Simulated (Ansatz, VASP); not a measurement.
## NbTe2 in VASP and in Ansatz

INCAR

```
SYSTEM = NbTe2
  ALGO = Normal
  EDIFF = 1E-6
  ENCUT = 400
  GGA = CA
  GGA_COMPAT = .FALSE.
  ISIF = 2
  ISMEAR = -1
  LASPH = .TRUE.
  LCHARG = .FALSE.
  LREAL = .FALSE.
  LWAVE = .FALSE.
  NBANDS = 20
  NELM = 120
  NELMDL = -8
  PREC = Accurate
  SIGMA = 0.02
```

KPOINTS

```
k-points
0
G
  10 10 1
  0 0 0
```

File POSCAR:

```
NbTe2
1.0
    3.7204640793      0.0000000000      0.0000000000
   -1.8602320396      3.2220164065      0.0000000000
    0.0000000000      0.0000000000     18.6365772019
Te Nb
2 1
Direct
    0.3342870000      0.6766620000      0.5963340000
    0.6759410000      0.3433960000      0.4007340000
    0.0065970000      0.0032740000      0.4999780000
```

Input for Ansatz:

```yaml
crystal:
  lattice:
    - [3.7204640793, 0.0, 0.0]
    - [-1.8602320396, 3.2220164065, 0.0]
    - [0.0, 0.0, 18.6365772019]
  atoms:
    - { symbol: Te, position: [0.334287, 0.676662, 0.596334] }
    - { symbol: Te, position: [0.675941, 0.343396, 0.400734] }
    - { symbol: Nb, position: [0.006597, 0.003274, 0.499978] }
hamiltonian:
  xc: lda
  pseudopotentials:
    kind: all_electron
    lapw: { muffin_tin_radii: { Te: 1.318, Nb: 1.318 } }
kpoints:
  mp_grid: { grid: [10, 10, 1] }
scf:
  occupations: { method: fermi_dirac, width: 0.02 }
  convergence: { dr2_threshold: 1.0e-09 }
output:
  eigenvalues: true
  forces: true
basis:
  ecutwfc: 400
```

Alike in both runs: task single point; functional LDA; k mesh 10 × 10 × 1; occupations fermi-dirac, width 0.02 eV; no spin polarisation.

|  | VASP | Ansatz |
| --- | --- | --- |
| version | VASP 6.6.1 | Ansatz 0.2.0 |
| potentials or method | VASP PAW LDA potentials, release 64 (Te, Nb_sv), cutoff 400 eV | all-electron LAPW, scalar-relativistic |

```csv
,VASP,Ansatz,Ansatz less VASP
gap on the k mesh at the Fermi level (eV),none,none,-
rms of the force components (eV/Å),0.281,0.289,+0.0077
```

LDA's correlation is that of Perdew and Zunger in VASP and of Perdew and Wang (1992) in Ansatz. Atom by atom the forces differ by 0.011 eV/Å (rms over components). A gap of «none» marks a metal or a gap that the smearing closes. Ansatz ran all-electron here, and VASP with PAW potentials.

Spin-orbit coupling is off throughout.
